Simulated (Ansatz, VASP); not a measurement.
## One calculation of Ir, two programs

```
CELL_PARAMETERS angstrom
0.00000 1.93573 1.93573
1.93573 0.00000 1.93573
1.93573 1.93573 0.00000
ATOMIC_POSITIONS crystal
Ir 0.00000 0.00000 0.00000
```

Alike in both runs: functional PBE; k mesh 14 × 14 × 14; occupations fermi-dirac, width 0.05 eV; collinear spin.

Ansatz relaxed the structure, and its values are those at the end. VASP's run is a single point on that final structure, the one shown.

|  | VASP | Ansatz |
| --- | --- | --- |
| version | VASP 6.6.1 | Ansatz 0.2.0 |
| potentials or method | VASP PAW PBE potentials, release 64 (Ir), cutoff 520 eV | plane waves (420 eV) with PAW, scalar-relativistic |
| valence electrons in the cell | 9 | 17 |

Ansatz gave:

```
pressure (GPa)           : 0.0
net moment per atom (μB) : 0.00
```

Q: Which values does VASP return?

A: Pressure (GPa): 0.5; net moment per atom (μB): 0.00.

The functional is the same, so the differences come from potentials, cutoffs and numerics. VASP's potentials hold 9 valence electrons a cell and Ansatz's 17, so a difference there can come from the potentials and not from the codes. Ansatz's warnings: seeded moment not kept.

Spin-orbit coupling is off throughout.
